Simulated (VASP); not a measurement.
A run of VASP 6.6.1:

INCAR

```
PREC = Accurate
ENCUT = 600
EDIFF = 1E-7
ISMEAR = -1
SIGMA = 0.08
LREAL = F
LASPH = T
NELM = 100
ALGO = Normal
ISIF = 4
LWAVE = F
LCHARG = F
GGA = PE
IBRION = 2
NSW = 50
EDIFFG = -0.005
```

KPOINTS

```
regular mesh
0
Gamma
  10 10 14
```

POSCAR

```
Be
1.0
    3.0113940218      0.0000000000      0.0000000000
   -1.5056970109      2.6079437237      0.0000000000
    0.0000000000      0.0000000000      1.8486456669
Be
3
Direct
    0.0000000000      0.0000000000      0.0000000000
    0.3333333333      0.6666666667      0.5000000000
    0.6666666667      0.3333333333      0.5000000000
```

Potentials or basis: VASP PAW PBE potentials, release 64 (Be).

Command:

```sh
$ cat potpaw_PBE.64/Be/POTCAR > POTCAR
$ mpirun -np 1 vasp_std > vasp.out
```

Hardware: 1 thread of Intel Xeon 8259CL (shared host).

Estimate the wall time of this run.

Wall time 34 s on 1 thread of Intel Xeon 8259CL, with other jobs on the host, peak memory 0.13 GiB. Counts: scf iterations 24, k points 112, ion steps 3.
